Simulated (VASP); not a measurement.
Write the native input for VASP 6.6.1 that does the following.

```
Task                   : single point
Functional             : r2SCAN
Potentials or basis    : VASP PAW PBE potentials, release 64 (P, Ga_d, Sb)
Cutoff                 : 520 eV
k mesh                 : 4 × 4 × 4
Occupations            : fermi-dirac, width 0.02 eV
Spin                   : no spin polarisation
Dipole correction      : no
Further INCAR settings : ALGO = Normal; EDIFF = 1e-06; NBANDS = 46
```

The system is Ga4SbP3.

```
CELL_PARAMETERS angstrom
5.62366 0.00000 0.00000
0.00000 5.62366 0.00000
0.00000 0.00000 5.62366
ATOMIC_POSITIONS crystal
P 0.50000 0.00000 0.00000
P 0.00000 0.50000 0.00000
P 0.00000 0.00000 0.50000
Ga 0.23773 0.76227 0.76227
Ga 0.76227 0.23773 0.76227
Ga 0.76227 0.76227 0.23773
Ga 0.23773 0.23773 0.23773
Sb 0.50000 0.50000 0.50000
```

These files were run (other wordings do the same):

POSCAR

```
Ga4SbP3
1.0
    5.6236637155      0.0000000000      0.0000000000
    0.0000000000      5.6236637155      0.0000000000
    0.0000000000      0.0000000000      5.6236637155
P Ga Sb
3 4 1
Direct
    0.5000000000      0.0000000000      0.0000000000
    0.0000000000      0.5000000000      0.0000000000
    0.0000000000      0.0000000000      0.5000000000
    0.2377313489      0.7622686511      0.7622686511
    0.7622686511      0.2377313489      0.7622686511
    0.7622686511      0.7622686511      0.2377313489
    0.2377313489      0.2377313489      0.2377313489
    0.5000000000      0.5000000000      0.5000000000
```

INCAR.step1

```
PREC = Accurate
ENCUT = 520
ISMEAR = -1
SIGMA = 0.02
LREAL = F
LASPH = T
NELM = 100
NBANDS = 46
GGA = PE
ALGO = Normal
EDIFF = 1E-4
LWAVE = T
LCHARG = F
```

INCAR.step2

```
PREC = Accurate
ENCUT = 520
EDIFF = 1E-6
ISMEAR = -1
SIGMA = 0.02
LREAL = F
LASPH = T
NELM = 100
ALGO = Normal
ISIF = 2
LWAVE = F
LCHARG = F
METAGGA = R2SCAN
LMIXTAU = T
NBANDS = 46
ISTART = 1
```

KPOINTS

```
Automatic mesh
0
Gamma
  4 4 4
```

Potentials or basis: VASP PAW PBE potentials, release 64 (P, Ga_d, Sb).

Launch:

```sh
$ cat potpaw_PBE.64/P/POTCAR potpaw_PBE.64/Ga_d/POTCAR potpaw_PBE.64/Sb/POTCAR > POTCAR
$ cp INCAR.step1 INCAR
$ mpirun -np 1 vasp_std > vasp.out
$ cp INCAR.step2 INCAR
$ mpirun -np 1 vasp_std > vasp.out
```

Results of the run:

* Pressure: 0.0 GPa
* Largest force: 0.018 eV/Å
* Band gap on the k mesh: 0.73 eV

Caveat: the PAW data sets were made with another functional, which shifts forces and pressure a little; spin-orbit coupling is left out, which moves the levels of the heavy elements.

It took 3.4 min on 1 thread of Intel(R) Xeon(R) Platinum 8488C (Sapphire Rapids), on a shared host, peak memory 0.32 GiB.
